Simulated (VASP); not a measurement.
Here is a VASP 6.6.1 calculation.

The input POSCAR:

```
InAs
1.0
    0.0000000000      2.8414336507      2.8414336507
    2.8414336507      0.0000000000      2.8414336507
    2.8414336507      2.8414336507      0.0000000000
In As
1 1
Direct
    0.0000000000      0.0000000000      0.0000000000
    0.5000000000      0.5000000000      0.5000000000
```

Contents of INCAR.step1:

```
PREC     = Accurate       # precision mode
ENCUT    = 520            # plane-wave cutoff, eV
ISMEAR   = -1             # smearing method
SIGMA    = 0.02           # smearing width, eV
LREAL    = F              # projectors in reciprocal space
LASPH    = T              # aspherical terms in the spheres
NELM     = 60             # most SCF steps
NBANDS   = 16             # bands
GGA      = PE             # functional
ALGO     = Normal         # electronic algorithm
EDIFF    = 1E-4           # SCF threshold, eV
LWAVE    = T              # write WAVECAR
LCHARG   = F              # write CHGCAR
```

INCAR.step2

```
PREC     = Accurate       # precision mode
ENCUT    = 520            # plane-wave cutoff, eV
EDIFF    = 1E-6           # SCF threshold, eV
ISMEAR   = -1             # smearing method
SIGMA    = 0.02           # smearing width, eV
LREAL    = F              # projectors in reciprocal space
LASPH    = T              # aspherical terms in the spheres
NELM     = 60             # most SCF steps
ALGO     = Normal         # electronic algorithm
ISIF     = 2              # what is computed and relaxed
LWAVE    = F              # write WAVECAR
LCHARG   = F              # write CHGCAR
METAGGA  = R2SCAN         # meta-GGA
LMIXTAU  = T            
NBANDS   = 16             # bands
ISTART   = 1
```

File KPOINTS:

```
regular mesh
0
Gamma
  8 8 8
```

Potentials or basis: VASP PAW PBE potentials, release 64 (In_d, As).

Launch:

```console
$ cat potpaw_PBE.64/In_d/POTCAR potpaw_PBE.64/As/POTCAR > POTCAR
$ cp INCAR.step1 INCAR
$ mpirun -np 1 vasp_std > vasp.out
$ cp INCAR.step2 INCAR
$ mpirun -np 1 vasp_std > vasp.out
```

Task: Estimate the pressure.

Result: 0.1 GPa.

Task: Estimate the band gap on the k mesh.

Result: Zero (bands 9 and 10 overlap by 2.79 eV).

Caveat: the structure was generated, so it needn't be the stable form of InAs; the PAW data sets were made with another functional, which shifts forces and pressure a little; spin-orbit coupling is left out, which moves the levels of the heavy elements.
